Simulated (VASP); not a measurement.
A run of VASP 6.6.1 is set up as follows.

The input INCAR:

```
SYSTEM = ScF3
PREC = Accurate
ENCUT = 520
EDIFF = 1E-8
ISMEAR = -1
SIGMA = 0.02
LREAL = .False.
LASPH = .True.
NELM = 80
ALGO = Normal
ISIF = 2
LWAVE = .False.
LCHARG = .False.
GGA = CA
LEFG = .True.
NBANDS = 24
```

Contents of KPOINTS:

```
Automatic mesh
0
Gamma
  6 6 6
  0 0 0
```

POSCAR

```
ScF3
1.0
    4.0124500000      0.0200622500      0.0200622500
    0.0200622500      4.0124500000      0.0200622500
    0.0200622500      0.0200622500      4.0124500000
Sc F
1 3
Direct
    0.0000000000      0.0000000000      0.0000000000
    0.5000000000      0.0000000000      0.0000000000
    0.0000000000      0.5000000000      0.0000000000
    0.0000000000      0.0000000000      0.5000000000
```

Potentials or basis: VASP PAW LDA potentials, release 64 (Sc_sv, F).

Launch:

```console
$ cat potpaw_LDA.64/Sc_sv/POTCAR potpaw_LDA.64/F/POTCAR > POTCAR
$ mpirun -np 1 vasp_std > vasp.out
```

(1) Predict the pressure.

(2) Estimate the band gap on the k mesh.

Answers

(1) -2.3 GPa.

(2) 6.18 eV, indirect (least direct gap 6.69 eV).

Caveat: the cell differs from its parent crystal (equal xy, yz and zx shear strains of +1 %); without QUAD_EFG the Cq values of the log hold for a quadrupole moment of 1 mb, not for the nuclei.
